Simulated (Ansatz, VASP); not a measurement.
## Zr3SiO8 in VASP and in Ansatz

```
Zr Si O
1.0
     3.50439    0.00000    0.00000
     0.00000    3.50439    0.00000
     0.00000    0.00000   10.78730
Zr Si O
3 1 8
Direct
  0.00000 0.00000 0.50000
  0.50000 0.50000 0.24688
  0.50000 0.50000 0.75312
  0.00000 0.00000 0.00000
  0.00000 0.50000 0.07173
  0.00000 0.50000 0.59406
  0.00000 0.50000 0.34028
  0.00000 0.50000 0.84387
  0.50000 0.00000 0.15613
  0.50000 0.00000 0.65972
  0.50000 0.00000 0.40594
  0.50000 0.00000 0.92827
```

Alike in both runs: functional PBE; k mesh 8 × 8 × 4; occupations gaussian, width 0.02 eV; no spin polarisation.

Ansatz relaxed the structure, and its values are those at the end. VASP's run is a single point on that final structure, the one shown.

```csv
,VASP,Ansatz
version,VASP 6.6.1,Ansatz 0.2.0
potentials or method,"VASP PAW PBE potentials, release 64 (Zr_sv, Si, O), cutoff 520 eV","scalar-relativistic, plane waves, PAW"
valence electrons in the cell,88,88
```

VASP gave:

| Property | Result |
| --- | --- |
| gap on the k mesh at the Fermi level (eV) | 1.64 |
| least direct gap on the mesh (eV) | 1.64 |
| pressure (GPa) | 0.4 |
| rms of the force components (eV/Å) | 0.016 |

**Question.** Estimate Ansatz's values.

**Answer.** gap on the k mesh at the Fermi level (eV): 1.65; least direct gap on the mesh (eV): 1.65; pressure (GPa): 0.0; rms of the force components (eV/Å): 0.000.
